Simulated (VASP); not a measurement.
A run of VASP 6.6.1 is set up as follows.

File POSCAR:

```
Ag2O3
1.0
    5.0228847469      0.0000000000      0.0000000000
    0.0000000000      5.0228847469      0.0000000000
    0.0000000000      0.0000000000      5.0228847469
Ag O
4 6
Direct
    0.2500000000      0.2500000000      0.2500000000
    0.2500000000      0.7500000000      0.7500000000
    0.7500000000      0.7500000000      0.2500000000
    0.7500000000      0.2500000000      0.7500000000
    0.5000000000      0.0000000000      0.0000000000
    0.5000000000      0.0000000000      0.5000000000
    0.0000000000      0.5000000000      0.0000000000
    0.5000000000      0.5000000000      0.0000000000
    0.0000000000      0.5000000000      0.5000000000
    0.0000000000      0.0000000000      0.5000000000
```

INCAR.step1

```
SYSTEM = Ag2O3
PREC     = Accurate       ! precision mode
ENCUT    = 520            ! plane-wave cutoff, eV
ISMEAR   = -1             ! smearing method
SIGMA    = 0.1            ! smearing width, eV
LREAL    = .False.        ! projectors in reciprocal space
LASPH    = .True.         ! aspherical terms in the spheres
NELM     = 60             ! most SCF steps
NBANDS   = 51             ! bands
GGA      = PE             ! functional
ALGO     = Normal         ! electronic algorithm
EDIFF    = 1E-4           ! SCF threshold, eV
LWAVE    = .True.         ! write WAVECAR
LCHARG   = .False.        ! write CHGCAR
```

File INCAR.step2:

```
SYSTEM = Ag2O3
PREC     = Accurate       ! precision mode
ENCUT    = 520            ! plane-wave cutoff, eV
EDIFF    = 1E-7           ! SCF threshold, eV
ISMEAR   = -1             ! smearing method
SIGMA    = 0.1            ! smearing width, eV
LREAL    = .False.        ! projectors in reciprocal space
LASPH    = .True.         ! aspherical terms in the spheres
NELM     = 60             ! most SCF steps
ALGO     = Normal         ! electronic algorithm
ISIF     = 2              ! what is computed and relaxed
LWAVE    = .False.        ! write WAVECAR
LCHARG   = .False.        ! write CHGCAR
METAGGA  = R2SCAN         ! meta-GGA
LMIXTAU  = .True.       
NBANDS   = 51             ! bands
ISTART   = 1
```

The input KPOINTS:

```
Automatic mesh
0
Gamma
  7 7 7
  0 0 0
```

Potentials or basis: VASP PAW PBE potentials, release 64 (Ag, O).

The run is started by

```console
$ cat potpaw_PBE.64/Ag/POTCAR potpaw_PBE.64/O/POTCAR > POTCAR
$ cp INCAR.step1 INCAR
$ mpirun -np 1 vasp_std > vasp.out
$ cp INCAR.step2 INCAR
$ mpirun -np 1 vasp_std > vasp.out
```

(1) Predict the pressure.

(2) Predict the band gap on the k mesh.

## Answers

(1) 0.1 GPa.

(2) zero (bands 40 and 41 overlap by 0.83 eV).

Caveat: the PAW data sets were made with another functional, which shifts forces and pressure a little.
